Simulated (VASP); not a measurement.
# Al4Si in VASP: a series of runs

The runs below take Al4Si through single point, with PBE.

Program: VASP 6.6.1. These are calculated values, not measurements. Logs are shortened: lines on timing, memory, paths and dates and some standing lists are left out, and cuts for length are marked.

### Step 1. The cell of the first run

The cell holds a slab with vacuum, 5 atoms: a = 2.857 Å, b = 2.857 Å, c = 24.082 Å, α = 90.00°, β = 90.00°, γ = 90.00°.

### Step 2. Single point, PBE

Contents of INCAR:

```
SYSTEM = Al4Si
  ALGO = Normal
  DIPOL = 0.5 0.5 0.500
  EDIFF = 1E-6
  ENCUT = 520
  GGA = PE
  IDIPOL = 3
  ISIF = 2
  ISMEAR = -1
  LASPH = .TRUE.
  LCHARG = .FALSE.
  LDIPOL = .TRUE.
  LREAL = .FALSE.
  LWAVE = .FALSE.
  NBANDS = 16
  NELM = 80
  PREC = Accurate
  SIGMA = 0.08
```

Contents of KPOINTS:

```
k-points
0
G
  14 14 1
  0 0 0
```

Contents of POSCAR:

```
Al4Si
1.0
    2.8574853682      0.0000000000      0.0000000000
    0.0000000000      2.8574853682      0.0000000000
    0.0000000000      0.0000000000     24.0822000000
Si Al
1 4
Direct
    0.0000000000      0.0000000000      0.3291663618
    0.5000000000      0.5000000000      0.4144188660
    0.0000000000      0.0000000000      0.4999999984
    0.5000000000      0.5000000000      0.5855811344
    0.0000000000      0.0000000000      0.6708336395
```

Potentials or basis: VASP PAW PBE potentials, release 64 (Si, Al).

Command:

```console
$ cat potpaw_PBE.64/Si/POTCAR potpaw_PBE.64/Al/POTCAR > POTCAR
$ mpirun -np 1 vasp_std > vasp.out
```

OUTCAR:

```text
SYSTEM = Al4Si
   EDIFF = 1E-6
   ENCUT = 520
   GGA = PE
   ISIF = 2
   ISMEAR = -1
   LASPH = .TRUE.
   LREAL = .FALSE.
   NELM = 80
   PREC = Accurate

 ion  position               nearest neighbor table
   1  0.000  0.000  0.329-   2 2.88   2 2.88   2 2.88   2 2.88
   2  0.500  0.500  0.414-   1 2.88   1 2.88   1 2.88   1 2.88   3 2.89   3 2.89   3 2.89   3 2.89

   3  0.000  0.000  0.500-   2 2.89   2 2.89   2 2.89   2 2.89   4 2.89   4 2.89   4 2.89   4 2.89

   4  0.500  0.500  0.586-   5 2.88   5 2.88   5 2.88   5 2.88   3 2.89   3 2.89   3 2.89   3 2.89

   5  0.000  0.000  0.671-   4 2.88   4 2.88   4 2.88   4 2.88

  LATTYP: Found a simple tetragonal cell.
 ALAT       =     2.8574853682
 C/A-ratio  =     8.4277596897

  Lattice vectors:

 A1 = (   2.8574853682,   0.0000000000,   0.0000000000)
 A2 = (   0.0000000000,   2.8574853682,   0.0000000000)
 A3 = (   0.0000000000,   0.0000000000,  24.0822000000)

Analysis of symmetry for initial positions (statically):
=====================================================================
 Subroutine PRICEL returns:
 Original cell was already a primitive cell.

 Routine SETGRP: Setting up the symmetry group for a
 simple tetragonal supercell.

 Subroutine GETGRP returns: Found  8 space group operations
 (whereof  8 operations were pure point group operations)
 out of a pool of 16 trial point group operations.

The static configuration has the point symmetry C_4v.

Analysis of symmetry for dynamics (positions and initial velocities):
=====================================================================
 Subroutine PRICEL returns:
 Original cell was already a primitive cell.

 Routine SETGRP: Setting up the symmetry group for a
 simple tetragonal supercell.

 Subroutine GETGRP returns: Found  8 space group operations
 (whereof  8 operations were pure point group operations)
 out of a pool of 16 trial point group operations.

The dynamic configuration has the point symmetry C_4v.

 Subroutine INISYM returns: Found  8 space group operations
 (whereof  8 operations are pure point group operations),
 and found     1 'primitive' translations

----------------------------------------------------------------------------------------

                                     Primitive cell

  volume of cell :     196.6365

  direct lattice vectors                    reciprocal lattice vectors
     2.857485368  0.000000000  0.000000000     0.349958047  0.000000000  0.000000000
     0.000000000  2.857485368  0.000000000     0.000000000  0.349958047  0.000000000
     0.000000000  0.000000000 24.082200000     0.000000000  0.000000000  0.041524445

  length of vectors
     2.857485368  2.857485368 24.082200000     0.349958047  0.349958047  0.041524445

  position of ions in fractional coordinates (direct lattice)
     0.000000000  0.000000000  0.329166362
     0.500000000  0.500000000  0.414418866
     0.000000000  0.000000000  0.499999998
     0.500000000  0.500000000  0.585581134
     0.000000000  0.000000000  0.670833640

  ion indices of the primitive-cell ions
   primitive index   ion index
                 1           1
                 2           2
                 3           3
                 4           4
                 5           5

----------------------------------------------------------------------------------------

 KPOINTS: k-points

Automatic generation of k-mesh.
 Grid dimensions read from file:
 generate k-points for:   14   14    1

 Generating k-lattice:

  Cartesian coordinates                     Fractional coordinates (reciprocal lattice)
     0.024997003  0.000000000  0.000000000     0.071428571  0.000000000  0.000000000
     0.000000000  0.024997003  0.000000000     0.000000000  0.071428571  0.000000000
     0.000000000  0.000000000  0.041524445     0.000000000  0.000000000  1.000000000

  Length of vectors
     0.024997003  0.024997003  0.041524445

  Shift w.r.t. Gamma in fractional coordinates (k-lattice)
     0.000000000  0.000000000  0.000000000

 Subroutine IBZKPT returns following result:
 ===========================================

 Found     36 irreducible k-points:

 Following reciprocal coordinates:
            Coordinates               Weight
  0.000000  0.000000  0.000000      1.000000
  0.071429  0.000000  0.000000      4.000000
  0.142857  0.000000  0.000000      4.000000
  0.214286  0.000000  0.000000      4.000000
  0.285714  0.000000  0.000000      4.000000
  0.357143  0.000000  0.000000      4.000000
[... 16 lines left out ...]
  0.285714  0.214286  0.000000      8.000000
  0.357143  0.214286  0.000000      8.000000
 [... further k-points ...]
   k-points           NKPTS =     36   k-points in BZ     NKDIM =     36   number of bands    NBANDS=     16
   number of dos      NEDOS =    301   number of ions     NIONS =      5
   total plane-waves  NPLWV = 103680
   dimension x,y,z NGX =    24 NGY =   24 NGZ =  180
   dimension x,y,z NGXF=    48 NGYF=   48 NGZF=  360
   ions per type =               1   4
   NGX,Y,Z   is equivalent  to a cutoff of  13.96, 13.96, 12.43 a.u.
   NGXF,Y,Z  is equivalent  to a cutoff of  27.93, 27.93, 24.85 a.u.
 SYSTEM =  Al4Si
   PREC   = accura    normal or accurate (medium, high low for compatibility)
   ISTART =      0    job   : 0-new  1-cont  2-samecut
   ICHARG =      2    charge: 1-file 2-atom 10-const
   ISPIN  =      1    spin polarized calculation?
   LNONCOLLINEAR =      F non collinear calculations
   LSORBIT =      F    spin-orbit coupling
   LASPH  =      T    aspherical Exc in radial PAW
   ENCUT  =  520.0 eV  38.22 Ry    6.18 a.u.   5.31  5.31 44.78*2*pi/ulx,y,z
   NELM   =     80;   NELMIN=  2; NELMDL= -5     # of ELM steps
   EDIFF  = 0.1E-05   stopping-criterion for ELM
   LREAL  =      F    real-space projection
   EDIFFG = 0.1E-04   stopping-criterion for IOM
   NSW    =      0    number of steps for IOM
   IBRION =     -1    ionic relax: 0-MD 1-quasi-New 2-CG
   NFREE  =      0    steps in history (QN), initial steepest desc. (CG)
   ISIF   =      2    stress and relaxation
   ISYM   =      2    0-nonsym 1-usesym 2-fastsym
   POTIM  = 0.5000    time-step for ionic-motion
   TEBEG  =    0.0;   TEEND  =   0.0 temperature during run
   PSTRESS=    0.0 pullay stress
   NELECT =      16.0000    total number of electrons
   NUPDOWN=      -1.0000    fix difference up-down
   EMIN   =  10.00;   EMAX   =-10.00  energy-range for DOS
   EFERMI =   0.00;   METHOD = LEGACY
   ISMEAR =    -1;   SIGMA  =   0.08  broadening in eV -4-tet -1-fermi 0-gaus
   EFERMI_NEDOS =   21; number of points for ismear=-14 and -15
   IALGO  =     38    algorithm
   IMIX   =      4    mixing-type and parameters
     AMIX     =   0.40;   BMIX     =  1.00
     AMIX_MAG =   1.60;   BMIX_MAG =  1.00
  volume/ion in A,a.u.               =      39.33       265.39
  Fermi-wavevector in a.u.,A,eV,Ry     =   0.709404  1.340579  6.847180  0.503254
  Thomas-Fermi vector in A             =   1.795976
   LORBIT       =      0    0 simple, 1 ext, 2 COOP (PROOUT), +10 PAW based schemes
   GGA     = PE    functional components
   LHFCALC =     F    Hartree Fock is set to
   AEXX    =    0.0000 exact exchange contribution
   IVDW    =     0    specifies the selected vdW correction
   LEPSILON=     F    determine dielectric tensor
   LRPA    =     F    only Hartree local field effects (RPA)
 non-spin polarized calculation
  energy-cutoff  :      520.00
  volume of cell :      196.64
 maximum number of plane-waves:      5352
 NGX is ok and might be reduce to    24
   NGX = 11   NGY = 11   NGZ = 89

 dipolmoment           0.000000      0.000000      0.015191 electrons x Angstroem

 number of electron      16.0000000 magnetization

 dipolmoment           0.000000      0.000000     -0.014799 electrons x Angstroem

 Free energy of the ion-electron system (eV)
  ---------------------------------------------------
  ext. energy  EPLUGINS =         0.00000000
  ---------------------------------------------------
  free energy    TOTEN  =       -19.10215347 eV

  energy without entropy =      -19.05997406  energy(sigma->0) =      -19.08106376

 E-fermi :   0.8772     XC(G=0):  -5.1301

 val. band max:        0.8204886642   @ k =   0.5000   0.5000   0.0000
 cond. band min:       0.8795161639   @ k =   0.2857   0.0000   0.0000
 fundamental gap:      0.0590274997
 Fermi energy:         0.8772094415

 k-point     1 :       0.0000    0.0000    0.0000
  band No.  band energies     occupation
      1     -10.2386      2.00000
      2      -9.4541      2.00000
      3      -8.0032      2.00000
      4      -5.9835      2.00000
      5      -3.5437      2.00000
      6      -1.5893      2.00000
[... 8 lines left out ...]
     15       7.0844      0.00000
     16       7.0844      0.00000

 k-point     2 :       0.0714    0.0000    0.0000
  band No.  band energies     occupation
      1     -10.1481      2.00000
      2      -9.3629      2.00000
      3      -7.9128      2.00000
      4      -5.8941      2.00000
      5      -3.4557      2.00000
      6      -1.5047      2.00000
[... 8 lines left out ...]
     15       6.4562      0.00000
     16       7.1631      0.00000

 k-point     3 :       0.1429    0.0000    0.0000
  band No.  band energies     occupation
      1      -9.8772      2.00000
      2      -9.0897      2.00000
      3      -7.6421      2.00000
      4      -5.6264      2.00000
      5      -3.1925      2.00000
      6      -1.2516      2.00000
[... 8 lines left out ...]
     15       6.3579      0.00000
     16       6.4706      0.00000
[... 362 lines left out ...]
 k-point    23 :       0.2857    0.2143    0.0000
  band No.  band energies     occupation
      1      -8.0005      2.00000
      2      -7.1926      2.00000
      3      -5.7637      2.00000
      4      -3.7729      2.00000
      5      -1.3913      2.00000
      6      -0.5452      2.00000
[... 8 lines left out ...]
     15       5.8428      0.00000
     16       5.9489      0.00000

 k-point    24 :       0.3571    0.2143    0.0000
  band No.  band energies     occupation
      1      -7.2160      2.00000
      2      -6.3917      2.00000
      3      -4.9756      2.00000
      4      -3.0148      2.00000
      5      -2.0838      2.00000
      6      -1.4292      2.00000
[... 8 lines left out ...]
     15       5.0368      0.00000
     16       6.0980      0.00000

 [... further k-points ...]

------------------------ aborting loop because EDIFF is reached ----------------------------------------

 vacuum level on the upper side and lower side of the slab       (xc-potential included)        -0.177         0.067

  FORCE on cell =-STRESS in cart. coord.  units (eV):
  Direction    XX          YY          ZZ          XY          YZ          ZX
  --------------------------------------------------------------------------------------
  -------------------------------------------------------------------------------------
  Total       -2.9563080     -2.9563080     -1.6798149      0.0000000      0.0000000      0.0000000
  in kB      -24.0877406    -24.0877406    -13.6869858      0.0000000      0.0000000      0.0000000
  external PRESSURE =     -20.6208224 kB  Pullay stress =       0.0000000 kB

 VOLUME and BASIS-vectors are now :
 -----------------------------------------------------------------------------
  energy-cutoff  :      520.00
  volume of cell :      196.64
      direct lattice vectors                 reciprocal lattice vectors
     2.857485368  0.000000000  0.000000000     0.349958047  0.000000000  0.000000000
     0.000000000  2.857485368  0.000000000     0.000000000  0.349958047  0.000000000
     0.000000000  0.000000000 24.082200000     0.000000000  0.000000000  0.041524445

 POSITION                                       TOTAL-FORCE (eV/Angst)
 -----------------------------------------------------------------------------------
      0.00000      0.00000      7.92705         0.000000     -0.000000      0.620403
      1.42874      1.42874      9.98012        -0.000000     -0.000000     -0.472340
      0.00000      0.00000     12.04110        -0.000000     -0.000000     -0.088692
      1.42874      1.42874     14.10208        -0.000000      0.000000     -0.071438
      0.00000      0.00000     16.15515        -0.000000      0.000000      0.012067
 -----------------------------------------------------------------------------------
    total drift:                               -0.000000      0.000000      0.000023

  FREE ENERGIE OF THE ION-ELECTRON SYSTEM (eV)
  ---------------------------------------------------
  free  energy   TOTEN  =       -19.1021534708 eV

  energy  without entropy=      -19.0599740569  energy(sigma->0) =      -19.08106376

 vacuum level on the upper side and lower side of the slab         5.109         5.414
```

Run time: 5.4 min. Hardware: 1 thread of Intel Xeon 8259CL, shared host; peak memory 0.35 GiB.

What came out:

| Property | Result |
| --- | --- |
| Free energy | -19.1022 eV |
| Largest force | 0.620 eV/Å |
| Band gap on the k mesh | zero (bands 8 and 9 overlap by 4.21 eV) |

Forces on the atoms (eV/Å):
```
Si   0.000  0.000  0.620
Al   0.000  0.000 -0.472
Al   0.000  0.000 -0.089
Al   0.000  0.000 -0.071
Al   0.000  0.000  0.012
```

### Step 3. Single point, PBE

Contents of INCAR:

```
ALGO = Normal ; DIPOL = 0.5 0.5 0.500
EDIFF = 1E-6 ; ENCUT = 520
GGA = PE ; IDIPOL = 3
ISIF = 2 ; ISMEAR = -1
LASPH = T ; LCHARG = F
LDIPOL = T ; LREAL = F
LWAVE = F ; NBANDS = 16
NELM = 80 ; PREC = Accurate
SIGMA = 0.08
```

Contents of KPOINTS:

```
k-points
0
Gamma
  14 14 1
```

POSCAR is that of step 2.

Potentials or basis: VASP PAW PBE potentials, release 64 (Si, Al).

Command:

```console
$ cat potpaw_PBE.64/Si/POTCAR potpaw_PBE.64/Al/POTCAR > POTCAR
$ mpirun -np 1 vasp_std > vasp.out
```

Wall time 4.6 min (1 thread of Intel Xeon 8259CL, shared host); peak memory 0.35 GiB.

It converged, with:

```
Free energy            : -19.1022 eV
Largest force          : 0.620 eV/Å
Band gap on the k mesh : zero (bands 8 and 9 overlap by 4.21 eV)
```

Forces in eV/Å, atoms in the order of the input:
```
Si   0.000  0.000  0.620
Al   0.000  0.000 -0.472
Al   0.000  0.000 -0.089
Al   0.000  0.000 -0.071
Al   0.000  0.000  0.012
```

Levels at points of the mesh, in eV from the Fermi level:
```
           k point  band 6  band 7  band 8  band 9  band 10  band 11
(0.00, 0.00, 0.00)   -2.47    0.62    2.96    4.03     4.94     5.10
(0.50, 0.00, 0.00)   -4.26   -2.78   -2.20   -0.63     0.50     1.21
(0.50, 0.50, 0.00)   -1.12   -1.03   -0.81   -0.81    -0.06     0.26
```

### Step 4. Single point, PBE

Contents of INCAR:

```
SYSTEM = Al4Si
ALGO = Normal
DIPOL = 0.5 0.5 0.500
EDIFF = 1E-7
ENCUT = 520
GGA = PE
IDIPOL = 3
ISIF = 2
ISMEAR = -4
LASPH = .TRUE.
LCHARG = .FALSE.
LDIPOL = .TRUE.
LREAL = .FALSE.
LWAVE = .FALSE.
NBANDS = 16
NELM = 100
PREC = Accurate
SIGMA = 0.1
```

Contents of KPOINTS:

```
k-points
0
G
  14 14 1
  0 0 0
```

POSCAR is that of step 3.

Command:

```console
$ cat potpaw_PBE.64/Si/POTCAR potpaw_PBE.64/Al/POTCAR > POTCAR
$ mpirun -np 1 vasp_std > vasp.out
```

Run time: 4.5 min. Hardware: 1 thread of Intel Xeon 8259CL, shared host; peak memory 0.35 GiB.

The run converged. Its results:

```yaml
Free_energy: -18.9899 eV
Largest_force: 0.560 eV/Å
Band_gap_on_the_k_mesh: zero (bands 8 and 9 overlap by 4.20 eV)
```

Forces on the atoms (eV/Å):
```
Si   0.000  0.000  0.560
Al   0.000  0.000 -0.443
Al   0.000  0.000  0.007
Al   0.000  0.000 -0.080
Al   0.000  0.000 -0.043
```

Levels at points of the mesh, in eV from the Fermi level:
| k point | band 6 | band 7 | band 8 | band 9 | band 10 | band 11 |
| --- | --- | --- | --- | --- | --- | --- |
| (0.00, 0.00, 0.00) | -2.47 | 0.62 | 2.95 | 4.01 | 4.92 | 5.07 |
| (0.50, 0.00, 0.00) | -4.26 | -2.78 | -2.20 | -0.64 | 0.49 | 1.21 |
| (0.50, 0.50, 0.00) | -1.12 | -1.01 | -0.81 | -0.81 | -0.06 | 0.25 |
